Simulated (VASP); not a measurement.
Write the native input for VASP 6.6.1 that does the following.

```yaml
Task: single point
Functional: PBE
Potentials_or_basis: VASP PAW PBE potentials, release 64 (Ru_pv)
Cutoff: 520 eV
k_mesh: 18 × 18 × 10
Occupations: fermi-dirac, width 0.08 eV
Spin: no spin polarisation
Dipole_correction: no
Further_INCAR_settings: ALGO = Normal; EDIFF = 1e-06; NBANDS = 21
```

The structure of Ru lies in POSCAR:

```
Ru
1.0
    2.7207384563      0.0000000000      0.0000000000
   -1.3603692282      2.3562286202      0.0000000000
    0.0000000000      0.0000000000      4.2960587739
Ru
2
Direct
    0.3333333333      0.6666666667      0.2500000000
    0.6666666667      0.3333333333      0.7500000000
```

The input as run:

INCAR

```
PREC     = Accurate       # precision mode
ENCUT    = 520            # plane-wave cutoff, eV
EDIFF    = 1E-6           # SCF threshold, eV
ISMEAR   = -1             # smearing method
SIGMA    = 0.08           # smearing width, eV
LREAL    = False          # projectors in reciprocal space
LASPH    = True           # aspherical terms in the spheres
NELM     = 80             # most SCF steps
ALGO     = Normal         # electronic algorithm
ISIF     = 2              # what is computed and relaxed
LWAVE    = False          # write WAVECAR
LCHARG   = False          # write CHGCAR
GGA      = PE             # functional
NBANDS   = 21             # bands
```

KPOINTS

```
regular mesh
0
Gamma
  18 18 10
```

Potentials or basis: VASP PAW PBE potentials, release 64 (Ru_pv).

Run with:

```console
$ cat potpaw_PBE.64/Ru_pv/POTCAR > POTCAR
$ mpirun -np 1 vasp_std > vasp.out
```

It gave:

| Item | Value |
| --- | --- |
| Pressure | -0.1 GPa |
| Band gap on the k mesh | zero (band 14 reaches 14.04 eV, above the bottom of band 15 at 10.98 eV) |

Wall time 53 s on 1 thread of Intel(R) Xeon(R) Platinum 8375C CPU @ 2.90GHz (Ice Lake), with other jobs on the host, peak memory 0.21 GiB.
